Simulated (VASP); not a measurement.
A run of VASP 6.6.1:

File INCAR:

```
SYSTEM = TiC
PREC = Accurate ; ENCUT = 520
EDIFF = 1E-6 ; ISMEAR = 0
SIGMA = 0.15 ; LREAL = .False.
LASPH = .True. ; NELM = 80
ALGO = Normal ; ISIF = 2
LWAVE = .False. ; LCHARG = .False.
GGA = PS ; NBANDS = 15
```

File KPOINTS:

```
Automatic mesh
0
Gamma
  18 18 18
  0 0 0
```

File POSCAR:

```
TiC
1.0
    0.0000000000      2.1640000000      2.1640000000
    2.1640000000      0.0000000000      2.1640000000
    2.1640000000      2.1640000000      0.0000000000
Ti C
1 1
Direct
   -0.0173290203     -0.0173290203      0.0173290203
    0.5000000000      0.5000000000      0.5000000000
```

Potentials or basis: VASP PAW PBE potentials, release 64 (Ti_sv, C).

Launch:

```console
$ cat potpaw_PBE.64/Ti_sv/POTCAR potpaw_PBE.64/C/POTCAR > POTCAR
$ mpirun -np 1 vasp_std > vasp.out
```

Hardware: 1 thread of Intel Xeon 8259CL, on a shared host.

Problem. Estimate the wall time of this run.

Solution. Wall time 2 min on 1 thread of Intel Xeon 8259CL, with other jobs on the host, peak memory 0.26 GiB. Counts: scf iterations 14, k points 480.
